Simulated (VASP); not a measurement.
# InP (F-43m) in VASP: vibrations by perturbation theory with PBE

Aim: the vibrations by perturbation theory of InP with PBE.

Program: VASP 6.6.1. These are calculated values, not measurements. Logs are shortened: lines on timing, memory, paths and dates and some standing lists are left out, and cuts for length are marked.

### Step 1. The cell of the first run

The structure is cubic, space group F-43m (No. 216). The conventional cell has a = 5.861 Å, b = 5.861 Å, c = 5.861 Å, α = 90.00°, β = 90.00°, γ = 90.00°. In (site symmetry -43m) has 4 P at 2.54 Å within 3.3 Å. Within 3.3 Å of P (site symmetry -43m) lie 4 In at 2.54 Å.

### Step 2. Vibrations by perturbation theory, PBE

Input file INCAR:

```
SYSTEM = InP
  ALGO = Normal
  EDIFF = 1E-8
  ENCUT = 500
  GGA = PE
  GGA_COMPAT = .False.
  IBRION = 8
  ISIF = 2
  ISMEAR = 0
  LASPH = .True.
  LCHARG = .False.
  LREAL = .False.
  LWAVE = .False.
  NELM = 120
  NSW = 1
  PREC = Accurate
  SIGMA = 0.01
```

Input file KPOINTS:

```
k-points
0
Gamma
  6 6 6
  0 0 0
```

Input file POSCAR:

```
InP
1.0
    0.0000000000      2.9305000000      2.9305000000
    2.9305000000      0.0000000000      2.9305000000
    2.9305000000      2.9305000000      0.0000000000
In P
1 1
Direct
    0.0000000000      0.0000000000      0.0000000000
    0.2500000000      0.2500000000      0.2500000000
```

Potentials or basis: VASP PAW PBE potentials, release 64 (In_d, P).

The run is started by

```console
$ cat potpaw_PBE.64/In_d/POTCAR potpaw_PBE.64/P/POTCAR > POTCAR
$ mpirun -np 1 vasp_std > vasp.out
```

OUTCAR:

```text
SYSTEM = InP
   EDIFF = 1E-8
   ENCUT = 500
   GGA = PE
   IBRION = 8
   ISIF = 2
   ISMEAR = 0
   LASPH = .True.
   LREAL = .False.
   NELM = 120
   NSW = 1
   PREC = Accurate

 ion  position               nearest neighbor table
   1  0.000  0.000  0.000-   2 2.54   2 2.54   2 2.54   2 2.54
   2  0.250  0.250  0.250-   1 2.54   1 2.54   1 2.54   1 2.54

  LATTYP: Found a face centered cubic cell.
 ALAT       =     5.8610000000

  Lattice vectors:

 A1 = (   0.0000000000,   2.9305000000,   2.9305000000)
 A2 = (   2.9305000000,   0.0000000000,   2.9305000000)
 A3 = (   2.9305000000,   2.9305000000,   0.0000000000)

Analysis of symmetry for initial positions (statically):
=====================================================================
 Subroutine PRICEL returns:
 Original cell was already a primitive cell.

 Routine SETGRP: Setting up the symmetry group for a
 face centered cubic supercell.

 Subroutine GETGRP returns: Found 24 space group operations
 (whereof 24 operations were pure point group operations)
 out of a pool of 48 trial point group operations.

The static configuration has the point symmetry T_d .

Analysis of symmetry for dynamics (positions and initial velocities):
=====================================================================
 Subroutine PRICEL returns:
 Original cell was already a primitive cell.

 Routine SETGRP: Setting up the symmetry group for a
 face centered cubic supercell.

 Subroutine GETGRP returns: Found 24 space group operations
 (whereof 24 operations were pure point group operations)
 out of a pool of 48 trial point group operations.

The dynamic configuration has the point symmetry T_d .

 Subroutine INISYM returns: Found 24 space group operations
 (whereof 24 operations are pure point group operations),
 and found     1 'primitive' translations

----------------------------------------------------------------------------------------

                                     Primitive cell

  volume of cell :      50.3333

  direct lattice vectors                    reciprocal lattice vectors
     0.000000000  2.930500000  2.930500000    -0.170619348  0.170619348  0.170619348
     2.930500000  0.000000000  2.930500000     0.170619348 -0.170619348  0.170619348
     2.930500000  2.930500000  0.000000000     0.170619348  0.170619348 -0.170619348

  length of vectors
     4.144352845  4.144352845  4.144352845     0.295521380  0.295521380  0.295521380

  position of ions in fractional coordinates (direct lattice)
     0.000000000  0.000000000  0.000000000
     0.250000000  0.250000000  0.250000000

  ion indices of the primitive-cell ions
   primitive index   ion index
                 1           1
                 2           2

----------------------------------------------------------------------------------------

 KPOINTS: k-points

Automatic generation of k-mesh.
 Grid dimensions read from file:
 generate k-points for:    6    6    6

 Generating k-lattice:

  Cartesian coordinates                     Fractional coordinates (reciprocal lattice)
    -0.028436558  0.028436558  0.028436558     0.166666667  0.000000000  0.000000000
     0.028436558 -0.028436558  0.028436558     0.000000000  0.166666667  0.000000000
     0.028436558  0.028436558 -0.028436558     0.000000000  0.000000000  0.166666667

  Length of vectors
     0.049253563  0.049253563  0.049253563

  Shift w.r.t. Gamma in fractional coordinates (k-lattice)
     0.000000000  0.000000000  0.000000000

[... 71 lines left out ...]
   LRPA    =     F    only Hartree local field effects (RPA)
 non-spin polarized calculation
 Gauss-broadening in eV      SIGMA  =   0.01
  energy-cutoff  :      500.00
  volume of cell :       50.33
 maximum number of plane-waves:      1303
   NGX = 15   NGY = 15   NGZ = 15

--------------------------------------- Ionic step        1  -------------------------------------------

 number of electron      18.0000009 magnetization

 Free energy of the ion-electron system (eV)
  ---------------------------------------------------
  ext. energy  EPLUGINS =         0.00000000
  ---------------------------------------------------
  free energy    TOTEN  =        -8.37013809 eV

  energy without entropy =       -8.37013809  energy(sigma->0) =       -8.37013809

 E-fermi :   5.2862     XC(G=0):  -9.2800

 val. band max:        5.1955524119   @ k =   0.0000   0.0000   0.0000
 cond. band min:       5.9056606787   @ k =   0.0000   0.0000   0.0000
 fundamental gap:      0.7101082668
 Fermi energy:         5.2861518061

 k-point     1 :       0.0000    0.0000    0.0000
  band No.  band energies     occupation
      1      -8.9977      2.00000
      2      -8.9977      2.00000
      3      -8.9977      2.00000
      4      -8.8460      2.00000
      5      -8.8460      2.00000
      6      -6.3225      2.00000
      7       5.1956      2.00000
      8       5.1956      2.00000
      9       5.1956      2.00000
     10       5.9057      0.00000
     11       9.2832      0.00000
     12       9.2832      0.00000
     13       9.2832      0.00000
[... 228 lines left out ...]
      2      -8.9255      2.00000
      3      -8.9013      2.00000
      4      -8.8743      2.00000
      5      -8.8241      2.00000
      6      -3.8841      2.00000
      7      -0.4476      2.00000
      8       2.3887      2.00000
      9       2.4122      2.00000
     10       8.4748      0.00000
     11       8.8172      0.00000
     12      11.9889      0.00000
     13      12.2777      0.00000

------------------------ aborting loop because EDIFF is reached ----------------------------------------

  FORCE on cell =-STRESS in cart. coord.  units (eV):
  Direction    XX          YY          ZZ          XY          YZ          ZX
  --------------------------------------------------------------------------------------
  -------------------------------------------------------------------------------------
  Total        1.0315770      1.0315770      1.0315770      0.0000000      0.0000000      0.0000000
  in kB       32.8365136     32.8365136     32.8365136      0.0000000      0.0000000      0.0000000
  external PRESSURE =      32.8365136 kB  Pullay stress =       0.0000000 kB

 VOLUME and BASIS-vectors are now :
 -----------------------------------------------------------------------------
  energy-cutoff  :      500.00
  volume of cell :       50.33
      direct lattice vectors                 reciprocal lattice vectors
     0.000000000  2.930500000  2.930500000    -0.170619348  0.170619348  0.170619348
     2.930500000  0.000000000  2.930500000     0.170619348 -0.170619348  0.170619348
     2.930500000  2.930500000  0.000000000     0.170619348  0.170619348 -0.170619348

 POSITION                                       TOTAL-FORCE (eV/Angst)
 -----------------------------------------------------------------------------------
      0.00000      0.00000      0.00000        -0.000000     -0.000000      0.000000
      1.46525      1.46525      1.46525         0.000000      0.000000     -0.000000
 -----------------------------------------------------------------------------------
    total drift:                                0.000000      0.000000      0.000000

  FREE ENERGIE OF THE ION-ELECTRON SYSTEM (eV)
  ---------------------------------------------------
  free  energy   TOTEN  =        -8.3701380854 eV

  energy  without entropy=       -8.3701380854  energy(sigma->0) =       -8.37013809

[... ionic steps 2 to 3 ...]

--------------------------------------- Ionic step        4  -------------------------------------------

------------------------ aborting loop because EDIFF is reached ----------------------------------------

[... ionic steps 5 to 6 ...]

--------------------------------------- Ionic step        7  -------------------------------------------

 Free energy of the ion-electron system (eV)
  ---------------------------------------------------
  ---------------------------------------------------
  free energy    TOTEN  =        -0.04942108 eV

  energy without entropy =       -0.04942108

------------------------ aborting loop because EDIFF is reached ----------------------------------------

 INTERNAL STRAIN TENSOR  FOR ION    2  DIRECTION 1   (eV/Angst):
 -----------------------------------------------------------------------------
     0.01552  0.00000  0.00000
     0.00000 -0.00571 -8.43307
     0.00000 -8.43307 -0.00571

 INTERNAL STRAIN TENSOR FOR ION    2 for displacements in x,y,z  (eV/Angst):
          X           Y           Z          XY          YZ          ZX
  --------------------------------------------------------------------------------
  x    -0.00000    -0.00000    -0.00000     0.00000    -8.43307     0.00000
  y     0.00000    -0.00000     0.00000     0.00000     0.00000    -8.43307
  z     0.00000     0.00000    -0.00000    -8.43307     0.00000     0.00000

 SECOND DERIVATIVES (NOT SYMMETRIZED)
 ------------------------------------
               1X          1Y          1Z          2X          2Y          2Z
  1X    -8.248364    0.000000    0.000000    8.248364    0.000000    0.000000
  1Y     0.000000   -8.248364    0.000000    0.000000    8.248364    0.000000
  1Z     0.000000    0.000000   -8.248364    0.000000    0.000000    8.248364
  2X     8.205344    0.000000    0.000000   -8.205344    0.000000    0.000000
  2Y     0.000000    8.205344    0.000000    0.000000   -8.205344    0.000000
  2Z     0.000000    0.000000    8.205344    0.000000    0.000000   -8.205344

 Eigenvectors and eigenvalues of the dynamical matrix
 ----------------------------------------------------

   1 f  =    9.072010 THz    57.001120 2PiTHz  302.609683 cm-1    37.518802 meV
             X         Y         Z           dx          dy          dz
      0.000000  0.000000  0.000000     0.000000    0.461874    0.000000
      1.465250  1.465250  1.465250     0.000000   -0.886946    0.000000
[... 21 lines left out ...]
   6 f/i=    0.009717 THz     0.061052 2PiTHz    0.324116 cm-1     0.040185 meV
             X         Y         Z           dx          dy          dz
      0.000000  0.000000  0.000000     0.000000    0.000000    0.886946
      1.465250  1.465250  1.465250     0.000000    0.000000    0.461874

--------------------------------------------------------------------------------------------------------

 ELASTIC MODULI CONTR FROM IONIC RELAXATION (kBar)
 Direction    XX          YY          ZZ          XY          YZ          ZX
 --------------------------------------------------------------------------------
 XX          -0.0000     -0.0000     -0.0000      0.0000     -0.0000      0.0000
 YY          -0.0000     -0.0000      0.0000      0.0000     -0.0000     -0.0000
 ZZ          -0.0000      0.0000     -0.0000     -0.0000     -0.0000      0.0000
 XY           0.0000      0.0000     -0.0000   -270.6049      0.0000      0.0000
 YZ          -0.0000     -0.0000     -0.0000      0.0000   -270.6049      0.0000
 ZX           0.0000     -0.0000      0.0000      0.0000      0.0000   -270.6049
 --------------------------------------------------------------------------------
```

Run time: 85 s. Hardware: 1 thread of Intel Xeon Platinum 8488C (Sapphire Rapids), shared host; peak memory 0.24 GiB.

Results:

| Item | Value |
| --- | --- |
| Highest phonon frequency at Γ, LO-TO splitting left out | 303 cm⁻¹ |

Phonon frequencies in cm⁻¹ (negative: imaginary):
| q point | frequencies |
| --- | --- |
| (0.000, 0.000, 0.000) | 0 0 0 303 303 303 |

Caveat: the cell stands under pressure or tension, which shifts response properties; spin-orbit coupling is left out, which moves the levels of the heavy elements.
